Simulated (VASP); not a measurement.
# H3CCl in VASP: a series of runs

H3CCl is run at these levels: PBE+D3(BJ); tasks: single point.

Everything below comes from runs of VASP 6.6.1. Logs are shortened: lines on timing, memory, paths and dates and some standing lists are left out, and cuts for length are marked.

### 1 The cell of the first run

The cell holds a disordered packing, 40 atoms: a = 9.029 Å, b = 9.029 Å, c = 9.029 Å, α = 90.00°, β = 90.00°, γ = 90.00°.

### 2 Single point, PBE+D3(BJ)

The input, INCAR:

```
SYSTEM = H3CCl
  PREC = Accurate
  ENCUT = 520
  EDIFF = 1E-6
  ISMEAR = -1
  SIGMA = 0.05
  LREAL = Auto
  LASPH = .True.
  NELM = 100
  ALGO = Normal
  ISIF = 2
  LWAVE = .False.
  LCHARG = .True.
  GGA = PE
  IVDW = 12
  LELF = .True.
  LVHAR = .True.
  NBANDS = 82
```

The input, KPOINTS:

```
regular mesh
0
Gamma
  1 1 1
  0 0 0
```

The input, POSCAR:

```
H3CCl
1.0
    9.0287150000      0.0000000000      0.0000000000
    0.0000000000      9.0287150000      0.0000000000
    0.0000000000      0.0000000000      9.0287150000
C Cl H
8 8 24
Direct
    0.6628777448      0.5106122863      0.0109526033
    0.4080877974      0.1176313163      0.6417988914
    0.7307121283      0.8255458067      0.6968692292
    0.9598065394      0.0189981278      0.3004149803
    0.0467475854      0.4970846871      0.2142810651
    0.9330262443      0.2795547799      0.7557493969
    0.3835555566      0.5694824847      0.5569994716
    0.4955299113      0.9938175233      0.1582432965
    0.6195380581      0.4077631895      0.1751697308
    0.2898983086      0.1014511246      0.8006034065
    0.8726929342      0.6886001280      0.7198259601
    1.1432422122      0.0604578199      0.3639596839
    0.0172855397      0.4785898210      0.4097283574
    0.8833387125      0.1519562796      0.9002787266
    0.3304302667      0.7056467548      0.6914305958
    0.5836633044      0.8854588909      0.3004922533
    0.6234042833      0.6240961067      0.0254231023
    0.7826529017      0.5099189947     -0.0048804496
    0.6083206456      0.4578977974     -0.0834257943
    0.4118815634      0.0103918607      0.5851455660
    0.3615846065      0.2024821084      0.5686893971
    0.5184217486      0.1507027705      0.6800033761
    0.6233073852      0.7701648570      0.6883946412
    0.7331804862      0.8992452572      0.7930801596
    0.7544737091      0.8879782404      0.5956766971
    0.9428046371      0.0752627889      0.1945670891
    0.9504258620     -0.1010655194      0.2874524822
    0.8803840589      0.0590802414      0.3824535754
    0.0223081158      0.6120981000      0.1838196978
    0.1619845666      0.4689295292      0.1887755291
   -0.0288394593      0.4212596576      0.1575934678
    0.8421657386      0.3586672097      0.7422606286
    1.0350387092      0.3359960713      0.7887322693
    0.9521076980      0.2164615102      0.6540017292
    0.3391706269      0.4623675493      0.5919291431
    0.3358668004      0.6014093699      0.4505685201
    0.5045015501      0.5656944012      0.5499735132
    0.4379094093      1.0862522039      0.2110092088
    0.5810082552      1.0345171091      0.0827108985
    0.4161949579      0.9227438642      0.1006834036
```

Potentials or basis: VASP PAW PBE potentials, release 64 (C, Cl, H).

Command:

```console
$ cat potpaw_PBE.64/C/POTCAR potpaw_PBE.64/Cl/POTCAR potpaw_PBE.64/H/POTCAR > POTCAR
$ mpirun -np 1 vasp_gam > vasp.out
```

OUTCAR:

```text
SYSTEM = H3CCl
   PREC = Accurate
   ENCUT = 520
   EDIFF = 1E-6
   ISMEAR = -1
   LREAL = Auto
   LASPH = .True.
   NELM = 100
   ISIF = 2
   GGA = PE
   IVDW = 12
 IVDW          = 12

 ion  position               nearest neighbor table
   1  0.663  0.511  0.011-  18 1.09  17 1.09  19 1.09   9 1.79
   2  0.408  0.118  0.642-  21 1.09  20 1.10  22 1.10  10 1.79
   3  0.731  0.826  0.697-  23 1.09  24 1.09  25 1.09  11 1.79
   4  0.960  0.019  0.300-  28 1.09  26 1.09  27 1.09  12 1.79
   5  0.047  0.497  0.214-  31 1.09  30 1.10  29 1.10  13 1.79
   6  0.933  0.280  0.756-  33 1.09  32 1.09  34 1.09  14 1.80
   7  0.384  0.569  0.557-  36 1.09  35 1.09  37 1.09  15 1.79
   8  0.496  0.994  0.158-  38 1.09  40 1.09  39 1.09  16 1.80
   9  0.620  0.408  0.175-   1 1.79
  10  0.290  0.101  0.801-   2 1.79
  11  0.873  0.689  0.720-   3 1.79
  12  0.143  0.060  0.364-   4 1.79
  13  0.017  0.479  0.410-   5 1.79
  14  0.883  0.152  0.900-   6 1.80
[... 24 lines left out ...]
  39  0.581  0.035  0.083-   8 1.09
  40  0.416  0.923  0.101-   8 1.09

  LATTYP: Found a simple cubic cell.
 ALAT       =     9.0287150000

  Lattice vectors:

 A1 = (   9.0287150000,   0.0000000000,   0.0000000000)
 A2 = (   0.0000000000,   9.0287150000,   0.0000000000)
 A3 = (   0.0000000000,   0.0000000000,   9.0287150000)

Analysis of symmetry for initial positions (statically):
=====================================================================
 Subroutine PRICEL returns:
 Original cell was already a primitive cell.

 Routine SETGRP: Setting up the symmetry group for a
 simple cubic supercell.

 Subroutine GETGRP returns: Found  1 space group operations
 (whereof  1 operations were pure point group operations)
 out of a pool of 48 trial point group operations.

The static configuration has the point symmetry C_1 .

Analysis of symmetry for dynamics (positions and initial velocities):
=====================================================================
 Subroutine PRICEL returns:
 Original cell was already a primitive cell.

 Routine SETGRP: Setting up the symmetry group for a
 simple cubic supercell.

 Subroutine GETGRP returns: Found  1 space group operations
 (whereof  1 operations were pure point group operations)
 out of a pool of 48 trial point group operations.

The dynamic configuration has the point symmetry C_1 .

 Subroutine INISYM returns: Found  1 space group operations
 (whereof  1 operations are pure point group operations),
 and found     1 'primitive' translations

----------------------------------------------------------------------------------------

                                     Primitive cell

  volume of cell :     736.0000

  direct lattice vectors                    reciprocal lattice vectors
     9.028715000  0.000000000  0.000000000     0.110757732  0.000000000  0.000000000
     0.000000000  9.028715000  0.000000000     0.000000000  0.110757732  0.000000000
     0.000000000  0.000000000  9.028715000     0.000000000  0.000000000  0.110757732

  length of vectors
     9.028715000  9.028715000  9.028715000     0.110757732  0.110757732  0.110757732

  position of ions in fractional coordinates (direct lattice)
     0.662877745  0.510612286  0.010952603
     0.408087797  0.117631316  0.641798891
     0.730712128  0.825545807  0.696869229
     0.959806539  0.018998128  0.300414980
     0.046747585  0.497084687  0.214281065
     0.933026244  0.279554780  0.755749397
[... 32 lines left out ...]
     0.581008255  0.034517109  0.082710898
     0.416194958  0.922743864  0.100683404

  ion indices of the primitive-cell ions
   primitive index   ion index
                 1           1
                 2           2
                 3           3
                 4           4
                 5           5
                 6           6
[... 32 lines left out ...]
                39          39
                40          40

----------------------------------------------------------------------------------------

 KPOINTS: regular mesh

Automatic generation of k-mesh.
 Grid dimensions read from file:
 generate k-points for:    1    1    1

 Generating k-lattice:

  Cartesian coordinates                     Fractional coordinates (reciprocal lattice)
     0.110757732  0.000000000  0.000000000     1.000000000  0.000000000  0.000000000
     0.000000000  0.110757732  0.000000000     0.000000000  1.000000000  0.000000000
     0.000000000  0.000000000  0.110757732     0.000000000  0.000000000  1.000000000

  Length of vectors
     0.110757732  0.110757732  0.110757732

  Shift w.r.t. Gamma in fractional coordinates (k-lattice)
     0.000000000  0.000000000  0.000000000

 Subroutine IBZKPT returns following result:
 ===========================================

 Found      1 irreducible k-points:

 Following reciprocal coordinates:
            Coordinates               Weight
  0.000000  0.000000  0.000000      1.000000
   k-points           NKPTS =      1   k-points in BZ     NKDIM =      1   number of bands    NBANDS=     82
   number of dos      NEDOS =    301   number of ions     NIONS =     40
   total plane-waves  NPLWV = 343000
   dimension x,y,z NGX =    70 NGY =   70 NGZ =   70
   dimension x,y,z NGXF=   140 NGYF=  140 NGZF=  140
   ions per type =               8   8  24
   NGX,Y,Z   is equivalent  to a cutoff of  12.89, 12.89, 12.89 a.u.
   NGXF,Y,Z  is equivalent  to a cutoff of  25.78, 25.78, 25.78 a.u.
 SYSTEM =  H3CCl
   PREC   = accura    normal or accurate (medium, high low for compatibility)
   ISTART =      0    job   : 0-new  1-cont  2-samecut
   ICHARG =      2    charge: 1-file 2-atom 10-const
   ISPIN  =      1    spin polarized calculation?
   LNONCOLLINEAR =      F non collinear calculations
   LSORBIT =      F    spin-orbit coupling
   LASPH  =      T    aspherical Exc in radial PAW
   ENCUT  =  520.0 eV  38.22 Ry    6.18 a.u.  16.79 16.79 16.79*2*pi/ulx,y,z
   NELM   =    100;   NELMIN=  2; NELMDL= -5     # of ELM steps
   EDIFF  = 0.1E-05   stopping-criterion for ELM
   LREAL  =      T    real-space projection
   EDIFFG = 0.1E-04   stopping-criterion for IOM
   NSW    =      0    number of steps for IOM
   IBRION =     -1    ionic relax: 0-MD 1-quasi-New 2-CG
   NFREE  =      0    steps in history (QN), initial steepest desc. (CG)
   ISIF   =      2    stress and relaxation
   ISYM   =      2    0-nonsym 1-usesym 2-fastsym
   POTIM  = 0.5000    time-step for ionic-motion
   TEBEG  =    0.0;   TEEND  =   0.0 temperature during run
   PSTRESS=    0.0 pullay stress
   NELECT =     112.0000    total number of electrons
   NUPDOWN=      -1.0000    fix difference up-down
   EMIN   =  10.00;   EMAX   =-10.00  energy-range for DOS
   EFERMI =   0.00;   METHOD = LEGACY
   ISMEAR =    -1;   SIGMA  =   0.05  broadening in eV -4-tet -1-fermi 0-gaus
   EFERMI_NEDOS =   21; number of points for ismear=-14 and -15
   IALGO  =     38    algorithm
   IMIX   =      4    mixing-type and parameters
     AMIX     =   0.40;   BMIX     =  1.00
     AMIX_MAG =   1.60;   BMIX_MAG =  1.00
  volume/ion in A,a.u.               =      18.40       124.17
  Fermi-wavevector in a.u.,A,eV,Ry     =   0.874020  1.651659 10.393649  0.763912
  Thomas-Fermi vector in A             =   1.993493
   LORBIT       =      0    0 simple, 1 ext, 2 COOP (PROOUT), +10 PAW based schemes
   GGA     = PE    functional components
   LHFCALC =     F    Hartree Fock is set to
   AEXX    =    0.0000 exact exchange contribution
   IVDW    =    12    specifies the selected vdW correction
   LEPSILON=     F    determine dielectric tensor
   LRPA    =     F    only Hartree local field effects (RPA)
 non-spin polarized calculation
  energy-cutoff  :      520.00
  volume of cell :      736.00
 maximum number of plane-waves:      9919
 NGX is ok and might be reduce to    70
   NGX = 33   NGY = 33   NGZ = 33

 number of electron     112.0000002 magnetization

 Free energy of the ion-electron system (eV)
  ---------------------------------------------------
  ext. energy  EPLUGINS =         0.00000000
  ---------------------------------------------------
  free energy    TOTEN  =      -179.84192341 eV

  energy without entropy =     -179.84192341  energy(sigma->0) =     -179.84192341

 E-fermi :  -2.2820     XC(G=0):  -5.8718

 val. band max:       -3.5274351944   @ k =   0.0000   0.0000   0.0000
 cond. band min:       1.8210225726   @ k =   0.0000   0.0000   0.0000
 fundamental gap:      5.3484577671
 Fermi energy:        -2.2819579677

 k-point     1 :       0.0000    0.0000    0.0000
  band No.  band energies     occupation
      1     -18.1796      2.00000
      2     -18.0853      2.00000
      3     -18.0417      2.00000
      4     -18.0312      2.00000
      5     -17.9828      2.00000
      6     -17.9711      2.00000
[... 60 lines left out ...]
     67       3.5074      0.00000
     68       3.8636      0.00000
 [bands above 68 left out]

------------------------ aborting loop because EDIFF is reached ----------------------------------------

 Edisp (eV)   -1.68924

 E8    (eV) :    -0.4387

  FORCE on cell =-STRESS in cart. coord.  units (eV):
  Direction    XX          YY          ZZ          XY          YZ          ZX
  --------------------------------------------------------------------------------------
  -------------------------------------------------------------------------------------
  Total      -1.69985    -2.10999    -2.27459     0.17720     0.44965     0.35269
  in kB      -3.70036    -4.59317    -4.95149     0.38575     0.97884     0.76777
  external pressure =       -4.42 kB  Pullay stress =        0.00 kB

 VOLUME and BASIS-vectors are now :
 -----------------------------------------------------------------------------
  energy-cutoff  :      520.00
  volume of cell :      736.00
      direct lattice vectors                 reciprocal lattice vectors
     9.028715000  0.000000000  0.000000000     0.110757732  0.000000000  0.000000000
     0.000000000  9.028715000  0.000000000     0.000000000  0.110757732  0.000000000
     0.000000000  0.000000000  9.028715000     0.000000000  0.000000000  0.110757732

 POSITION                                       TOTAL-FORCE (eV/Angst)
 -----------------------------------------------------------------------------------
      5.98493      4.61017      0.09889        -0.048455     -0.057409      0.077530
      3.68451      1.06206      5.79462        -0.017532      0.009270      0.095879
      6.59739      7.45362      6.29183         0.077207     -0.025892      0.044392
      8.66582      0.17153      2.71236         0.095182     -0.003376     -0.005588
      0.42207      4.48804      1.93468        -0.031718      0.011062      0.092011
      8.42403      2.52402      6.82345        -0.031140     -0.082378      0.015767
[... 32 lines left out ...]
      5.24576      0.31165      0.74677         0.002916     -0.005181      0.000419
      3.75771      8.33119      0.90904         0.014989      0.010117     -0.026570
 -----------------------------------------------------------------------------------
    total drift:                               -0.002910     -0.000969     -0.012302

  FREE ENERGIE OF THE ION-ELECTRON SYSTEM (eV)
  ---------------------------------------------------
  free  energy   TOTEN  =      -181.5311665827 eV

  energy  without entropy=     -181.5311665827  energy(sigma->0) =     -181.53116658
```

Wall time 2.2 min (1 thread of AMD EPYC 7R43 (Zen 3), shared host); peak memory 0.6 GiB.

What came out:

```yaml
Free_energy: -181.5312 eV
Pressure: -0.4 GPa
Largest_force: 0.158 eV/Å
Band_gap_on_the_k_mesh: 5.35 eV
Dispersion_energy_per_atom: -0.042 eV
```

Forces in eV/Å, atoms in the order of the input:
```
C   -0.048 -0.057  0.078
C   -0.018  0.009  0.096
C    0.077 -0.026  0.044
C    0.095 -0.003 -0.006
C   -0.032  0.011  0.092
C   -0.031 -0.082  0.016
C   -0.006  0.083  0.065
C    0.040 -0.043  0.066
Cl   0.001  0.041 -0.068
Cl   0.101  0.032 -0.088
Cl  -0.062  0.103  0.020
Cl  -0.075 -0.031 -0.016
Cl   0.004  0.025 -0.156
Cl   0.020  0.125 -0.051
Cl   0.050 -0.081 -0.077
Cl  -0.061  0.038 -0.086
H   -0.036  0.035  0.018
H    0.057 -0.003  0.014
H   -0.052 -0.011  0.005
H   -0.015  0.012  0.052
H   -0.005 -0.032 -0.004
H    0.005 -0.033 -0.005
H   -0.031 -0.017  0.007
H    0.007 -0.007 -0.051
H   -0.004 -0.019  0.010
H   -0.010  0.004 -0.015
H   -0.016  0.004  0.024
H   -0.011  0.011  0.023
H    0.051 -0.078 -0.015
H   -0.039  0.024  0.034
H    0.003 -0.027 -0.003
H    0.048 -0.011 -0.025
H   -0.020 -0.014  0.008
H   -0.008  0.008  0.026
H   -0.023 -0.030  0.034
H    0.002  0.012 -0.033
H    0.010  0.022  0.009
H    0.011  0.004 -0.015
H    0.003 -0.005  0.000
H    0.015  0.010 -0.027
```

Levels at points of the mesh, in eV from the valence-band top:
| k point | band 52 | band 53 | band 54 | band 55 | band 56 | band 57 | band 58 | band 59 | band 60 | band 61 |
| --- | --- | --- | --- | --- | --- | --- | --- | --- | --- | --- |
| (0.00, 0.00, 0.00) | -0.24 | -0.22 | -0.18 | -0.16 | 0.00 | 5.35 | 5.61 | 5.75 | 5.97 | 6.12 |

Caveat: the k points lie up to 0.70 Å⁻¹ apart.

(Continued in part 2 of 2.)
